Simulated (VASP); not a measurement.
# ZnGe3 (P4/mmm) in VASP: further runs

Runs on ZnGe3. Level: PBEsol. Tasks: single point.

Program: VASP 6.6.1. These are calculated values, not measurements. Logs are shortened: lines on timing, memory, paths and dates and some standing lists are left out, and cuts for length are marked.

### Step 1. The cell of the first run

The structure is tetragonal, space group P4/mmm (No. 123). Conventional cell: a = 4.222 Å, b = 4.222 Å, c = 4.279 Å, α = 90.00°, β = 90.00°, γ = 90.00°. Zn (site symmetry 4/mmm) has 12 Ge at 2.99 to 3.01 Å within 3.9 Å. Within 3.9 Å of Ge (site symmetry mmm) lie 8 Ge at 2.99 to 3.01 Å and 4 Zn at 3.01 Å. Ge (site symmetry 4/mmm) has 4 Zn at 2.99 Å and 8 Ge at 3.01 Å within 3.9 Å.

### Step 2. Single point, PBEsol

INCAR reads:

```
PREC = Accurate
ENCUT = 520
EDIFF = 1E-6
ISMEAR = -1
SIGMA = 0.1
LREAL = F
LASPH = T
NELM = 80
ALGO = Normal
ISIF = 2
LWAVE = F
LCHARG = T
GGA = PS
LELF = T
LVHAR = T
NBANDS = 35
```

KPOINTS reads:

```
regular mesh
0
Gamma
  8 8 8
```

POSCAR reads:

```
ZnGe3
1.0
    4.2223630000      0.0000000000      0.0000000000
    0.0000000000      4.2223630000      0.0000000000
    0.0000000000      0.0000000000      4.2786611733
Zn Ge
1 3
Direct
    0.0000000000      0.0000000000      0.0000000000
    0.0000000000      0.5000000000      0.5000000000
    0.5000000000      0.0000000000      0.5000000000
    0.5000000000      0.5000000000      0.0000000000
```

Potentials or basis: VASP PAW PBE potentials, release 64 (Zn, Ge_d).

Command:

```sh
$ cat potpaw_PBE.64/Zn/POTCAR potpaw_PBE.64/Ge_d/POTCAR > POTCAR
$ mpirun -np 1 vasp_std > vasp.out
```

OUTCAR:

```text
PREC = Accurate
   ENCUT = 520
   EDIFF = 1E-6
   ISMEAR = -1
   LREAL = F
   LASPH = T
   NELM = 80
   ISIF = 2
   GGA = PS

 ion  position               nearest neighbor table
   1  0.000  0.000  0.000-
   2  0.000  0.500  0.500-
   3  0.500  0.000  0.500-
   4  0.500  0.500  0.000-

  LATTYP: Found a simple tetragonal cell.
 ALAT       =     4.2223630000
 C/A-ratio  =     1.0133333333

  Lattice vectors:

 A1 = (   4.2223630000,   0.0000000000,   0.0000000000)
 A2 = (   0.0000000000,   4.2223630000,   0.0000000000)
 A3 = (   0.0000000000,   0.0000000000,   4.2786611733)

Analysis of symmetry for initial positions (statically):
=====================================================================
 Subroutine PRICEL returns:
 Original cell was already a primitive cell.

 Routine SETGRP: Setting up the symmetry group for a
 simple tetragonal supercell.

 Subroutine GETGRP returns: Found 16 space group operations
 (whereof 16 operations were pure point group operations)
 out of a pool of 16 trial point group operations.

The static configuration has the point symmetry D_4h.

Analysis of symmetry for dynamics (positions and initial velocities):
=====================================================================
 Subroutine PRICEL returns:
 Original cell was already a primitive cell.

 Routine SETGRP: Setting up the symmetry group for a
 simple tetragonal supercell.

 Subroutine GETGRP returns: Found 16 space group operations
 (whereof 16 operations were pure point group operations)
 out of a pool of 16 trial point group operations.

The dynamic configuration has the point symmetry D_4h.

 Subroutine INISYM returns: Found 16 space group operations
 (whereof 16 operations are pure point group operations),
 and found     1 'primitive' translations

----------------------------------------------------------------------------------------

                                     Primitive cell

  volume of cell :      76.2815

  direct lattice vectors                    reciprocal lattice vectors
     4.222363000  0.000000000  0.000000000     0.236834209  0.000000000  0.000000000
     0.000000000  4.222363000  0.000000000     0.000000000  0.236834209  0.000000000
     0.000000000  0.000000000  4.278661173     0.000000000  0.000000000  0.233717969

  length of vectors
     4.222363000  4.222363000  4.278661173     0.236834209  0.236834209  0.233717969

  position of ions in fractional coordinates (direct lattice)
     0.000000000  0.000000000  0.000000000
     0.000000000  0.500000000  0.500000000
     0.500000000  0.000000000  0.500000000
     0.500000000  0.500000000  0.000000000

  ion indices of the primitive-cell ions
   primitive index   ion index
                 1           1
                 2           2
                 3           3
                 4           4

----------------------------------------------------------------------------------------

 KPOINTS: regular mesh

Automatic generation of k-mesh.
 Grid dimensions read from file:
 generate k-points for:    8    8    8

 Generating k-lattice:

  Cartesian coordinates                     Fractional coordinates (reciprocal lattice)
     0.029604276  0.000000000  0.000000000     0.125000000  0.000000000  0.000000000
     0.000000000  0.029604276  0.000000000     0.000000000  0.125000000  0.000000000
     0.000000000  0.000000000  0.029214746     0.000000000  0.000000000  0.125000000

  Length of vectors
     0.029604276  0.029604276  0.029214746

  Shift w.r.t. Gamma in fractional coordinates (k-lattice)
     0.000000000  0.000000000  0.000000000

 Subroutine IBZKPT returns following result:
 ===========================================

 Found     75 irreducible k-points:

 Following reciprocal coordinates:
            Coordinates               Weight
  0.000000  0.000000  0.000000      1.000000
  0.125000  0.000000  0.000000      4.000000
  0.250000  0.000000  0.000000      4.000000
  0.375000  0.000000  0.000000      4.000000
  0.500000  0.000000  0.000000      2.000000
  0.125000  0.125000  0.000000      4.000000
[... 16 lines left out ...]
  0.375000  0.125000  0.125000     16.000000
  0.500000  0.125000  0.125000      8.000000
 [... further k-points ...]
   k-points           NKPTS =     75   k-points in BZ     NKDIM =     75   number of bands    NBANDS=     35
   number of dos      NEDOS =    301   number of ions     NIONS =      4
   total plane-waves  NPLWV =  32768
   dimension x,y,z NGX =    32 NGY =   32 NGZ =   32
   dimension x,y,z NGXF=    64 NGYF=   64 NGZF=   64
   ions per type =               1   3
   NGX,Y,Z   is equivalent  to a cutoff of  12.60, 12.60, 12.43 a.u.
   NGXF,Y,Z  is equivalent  to a cutoff of  25.20, 25.20, 24.87 a.u.
 SYSTEM =  unknown system
   PREC   = accura    normal or accurate (medium, high low for compatibility)
   ISTART =      0    job   : 0-new  1-cont  2-samecut
   ICHARG =      2    charge: 1-file 2-atom 10-const
   ISPIN  =      1    spin polarized calculation?
   LNONCOLLINEAR =      F non collinear calculations
   LSORBIT =      F    spin-orbit coupling
   LASPH  =      T    aspherical Exc in radial PAW
   ENCUT  =  520.0 eV  38.22 Ry    6.18 a.u.   7.85  7.85  7.96*2*pi/ulx,y,z
   NELM   =     80;   NELMIN=  2; NELMDL= -5     # of ELM steps
   EDIFF  = 0.1E-05   stopping-criterion for ELM
   LREAL  =      F    real-space projection
   EDIFFG = 0.1E-04   stopping-criterion for IOM
   NSW    =      0    number of steps for IOM
   IBRION =     -1    ionic relax: 0-MD 1-quasi-New 2-CG
   NFREE  =      0    steps in history (QN), initial steepest desc. (CG)
   ISIF   =      2    stress and relaxation
   ISYM   =      2    0-nonsym 1-usesym 2-fastsym
   POTIM  = 0.5000    time-step for ionic-motion
   TEBEG  =    0.0;   TEEND  =   0.0 temperature during run
   PSTRESS=    0.0 pullay stress
   NELECT =      54.0000    total number of electrons
   NUPDOWN=      -1.0000    fix difference up-down
   EMIN   =  10.00;   EMAX   =-10.00  energy-range for DOS
   EFERMI =   0.00;   METHOD = LEGACY
   ISMEAR =    -1;   SIGMA  =   0.10  broadening in eV -4-tet -1-fermi 0-gaus
   EFERMI_NEDOS =   21; number of points for ismear=-14 and -15
   IALGO  =     38    algorithm
   IMIX   =      4    mixing-type and parameters
     AMIX     =   0.40;   BMIX     =  1.00
     AMIX_MAG =   1.60;   BMIX_MAG =  1.00
  volume/ion in A,a.u.               =      19.07       128.69
  Fermi-wavevector in a.u.,A,eV,Ry     =   1.459037  2.757181 28.963946  2.128790
  Thomas-Fermi vector in A             =   2.575651
   LORBIT       =      0    0 simple, 1 ext, 2 COOP (PROOUT), +10 PAW based schemes
   GGA     = PS    functional components
   LHFCALC =     F    Hartree Fock is set to
   AEXX    =    0.0000 exact exchange contribution
   IVDW    =     0    specifies the selected vdW correction
   LEPSILON=     F    determine dielectric tensor
   LRPA    =     F    only Hartree local field effects (RPA)
 non-spin polarized calculation
  energy-cutoff  :      520.00
  volume of cell :       76.28
 maximum number of plane-waves:      2076
 NGX is ok and might be reduce to    32
   NGX = 15   NGY = 15   NGZ = 15

 number of electron      54.0000028 magnetization

 Free energy of the ion-electron system (eV)
  ---------------------------------------------------
  ext. energy  EPLUGINS =         0.00000000
  ---------------------------------------------------
  free energy    TOTEN  =       -15.30794920 eV

  energy without entropy =      -15.23737043  energy(sigma->0) =      -15.27265982

 E-fermi :   5.3609     XC(G=0): -11.1864

 val. band max:        5.3513721697   @ k =   0.5000   0.5000   0.0000
 cond. band min:       5.3641408574   @ k =   0.2500   0.1250   0.1250
 fundamental gap:      0.0127686877
 Fermi energy:         5.3608711341

 k-point     1 :       0.0000    0.0000    0.0000
  band No.  band energies     occupation
      1     -19.3983      2.00000
      2     -19.3911      2.00000
      3     -19.3911      2.00000
      4     -19.3817      2.00000
      5     -19.3525      2.00000
      6     -19.3423      2.00000
[... 27 lines left out ...]
     34      12.5001      0.00000
     35      12.5941      0.00000

 k-point     2 :       0.1250    0.0000    0.0000
  band No.  band energies     occupation
      1     -19.3932      2.00000
      2     -19.3903      2.00000
      3     -19.3863      2.00000
      4     -19.3784      2.00000
      5     -19.3503      2.00000
      6     -19.3414      2.00000
[... 27 lines left out ...]
     34      12.7805      0.00000
     35      12.9080      0.00000

 k-point     3 :       0.2500    0.0000    0.0000
  band No.  band energies     occupation
      1     -19.3882      2.00000
      2     -19.3786      2.00000
      3     -19.3726      2.00000
      4     -19.3692      2.00000
      5     -19.3457      2.00000
      6     -19.3374      2.00000
[... 27 lines left out ...]
     34      13.1750      0.00000
     35      13.2253      0.00000

 k-point     4 :       0.3750    0.0000    0.0000
  band No.  band energies     occupation
      1     -19.3860      2.00000
      2     -19.3574      2.00000
      3     -19.3565      2.00000
      4     -19.3525      2.00000
      5     -19.3424      2.00000
      6     -19.3295      2.00000
[... 27 lines left out ...]
     34      12.7247      0.00000
     35      12.8831      0.00000

 k-point     5 :       0.5000    0.0000    0.0000
  band No.  band energies     occupation
      1     -19.3850      2.00000
      2     -19.3509      2.00000
      3     -19.3399      2.00000
      4     -19.3342      2.00000
      5     -19.3339      2.00000
      6     -19.3266      2.00000
[... 638 lines left out ...]
 k-point    22 :       0.2500    0.1250    0.1250
  band No.  band energies     occupation
      1     -19.3821      2.00000
      2     -19.3764      2.00000
      3     -19.3707      2.00000
      4     -19.3611      2.00000
      5     -19.3411      2.00000
      6     -19.3342      2.00000
[... 27 lines left out ...]
     34      11.2826      0.00000
     35      13.4387      0.00000

 k-point    23 :       0.3750    0.1250    0.1250
  band No.  band energies     occupation
      1     -19.3786      2.00000
      2     -19.3622      2.00000
      3     -19.3557      2.00000
      4     -19.3468      2.00000
      5     -19.3386      2.00000
      6     -19.3281      2.00000
[... 27 lines left out ...]
     34      10.2966      0.00000
     35      13.1724      0.00000

 k-point    24 :       0.5000    0.1250    0.1250
  band No.  band energies     occupation
      1     -19.3774      2.00000
      2     -19.3518      2.00000
      3     -19.3426      2.00000
      4     -19.3391      2.00000
      5     -19.3381      2.00000
      6     -19.3321      2.00000
[... 27 lines left out ...]
     34      11.8204      0.00000
     35      12.0378      0.00000

 [... further k-points ...]
[... 5 lines left out ...]
  --------------------------------------------------------------------------------------
  -------------------------------------------------------------------------------------
  Total       -2.2744347     -2.2744347     -1.9577570      0.0000000      0.0000000      0.0000000
  in kB      -47.7710766    -47.7710766    -41.1197371      0.0000000      0.0000000      0.0000000
  external PRESSURE =     -45.5539634 kB  Pullay stress =       0.0000000 kB

 VOLUME and BASIS-vectors are now :
 -----------------------------------------------------------------------------
  energy-cutoff  :      520.00
  volume of cell :       76.28
      direct lattice vectors                 reciprocal lattice vectors
     4.222363000  0.000000000  0.000000000     0.236834209  0.000000000  0.000000000
     0.000000000  4.222363000  0.000000000     0.000000000  0.236834209  0.000000000
     0.000000000  0.000000000  4.278661173     0.000000000  0.000000000  0.233717969

 POSITION                                       TOTAL-FORCE (eV/Angst)
 -----------------------------------------------------------------------------------
      0.00000      0.00000      0.00000         0.000000      0.000000      0.000000
      0.00000      2.11118      2.13933         0.000000      0.000000      0.000000
      2.11118      0.00000      2.13933         0.000000      0.000000      0.000000
      2.11118      2.11118      0.00000         0.000000      0.000000      0.000000
 -----------------------------------------------------------------------------------
    total drift:                                0.000000     -0.000000     -0.000000

  FREE ENERGIE OF THE ION-ELECTRON SYSTEM (eV)
  ---------------------------------------------------
  free  energy   TOTEN  =       -15.3079492036 eV

  energy  without entropy=      -15.2373704347  energy(sigma->0) =      -15.27265982
```

Run time: 96 s. Hardware: 1 thread of Intel Xeon Platinum 8259CL at 2.50GHz (Skylake/Cascade Lake), shared host; peak memory 0.29 GiB.

What came out:

| Quantity | Value |
| --- | --- |
| Free energy | -15.3079 eV |
| Pressure | -4.6 GPa |
| Band gap on the k mesh | zero (bands 27 and 28 overlap by 4.22 eV) |

Caveat: the cell stands under tension; the PAW data sets were made with another functional, which shifts forces and pressure a little.

### Step 3. Single point, PBEsol

This run uses another cell than the first one, of 19.20 Å³/atom.

INCAR reads:

```
PREC     = Accurate       # precision mode
ENCUT    = 520            # plane-wave cutoff, eV
EDIFF    = 1E-6           # SCF threshold, eV
ISMEAR   = -1             # smearing method
SIGMA    = 0.1            # smearing width, eV
LREAL    = False          # projectors in reciprocal space
LASPH    = True           # aspherical terms in the spheres
NELM     = 60             # most SCF steps
ALGO     = Normal         # electronic algorithm
ISIF     = 2              # what is computed and relaxed
LWAVE    = False          # write WAVECAR
LCHARG   = False          # write CHGCAR
GGA      = PS             # functional
NBANDS   = 35             # bands
```

KPOINTS is that of step 2.

POSCAR: that of step 2 with these lines changed.

```diff
@@ -4,3 +4,3 @@
     0.0000000000      4.2223630000      0.0000000000
-    0.0000000000      0.0000000000      4.2786611733
+    0.0000000000      0.0000000000      4.3068102600
 Zn Ge
```

Potentials or basis: VASP PAW PBE potentials, release 64 (Zn, Ge_d).

Command:

```sh
$ cat potpaw_PBE.64/Zn/POTCAR potpaw_PBE.64/Ge_d/POTCAR > POTCAR
$ mpirun -np 1 vasp_std > vasp.out
```

Run time: 98 s. Hardware: 1 thread of Intel Xeon Platinum 8259CL at 2.50GHz (Skylake/Cascade Lake), shared host; peak memory 0.29 GiB.

It converged, with:

```yaml
Free_energy: -15.2949 eV
Pressure: -4.9 GPa
Band_gap_on_the_k_mesh: zero (bands 27 and 28 overlap by 4.20 eV)
```

Stress tensor (GPa, compression positive):
```
-5.22  0.00  0.00
 0.00 -5.22  0.00
 0.00  0.00 -4.32
```

Levels at points of the mesh, in eV from the Fermi level:
```tsv
k point	band 24	band 25	band 26	band 27	band 28	band 29	band 30	band 31
(0.00, 0.00, 0.00)	-3.73	-3.52	-3.52	-1.46	2.71	2.71	2.71	4.26
(0.50, 0.00, 0.00)	-1.86	-1.84	-1.63	-0.98	-0.77	0.32	0.45	4.74
(0.50, 0.50, 0.00)	-5.86	-0.89	-0.03	0.08	0.08	0.46	0.46	2.08
(0.00, 0.00, 0.50)	-1.75	-1.75	-1.73	-0.83	-0.83	0.45	0.55	5.00
(0.50, 0.00, 0.50)	-5.91	-0.60	0.09	0.34	0.35	0.56	0.61	2.41
(0.50, 0.50, 0.50)	-5.47	-4.63	-4.58	-4.58	-3.11	6.54	6.78	6.78
```

Caveat: the cell stands under tension; the PAW data sets were made with another functional, which shifts forces and pressure a little.
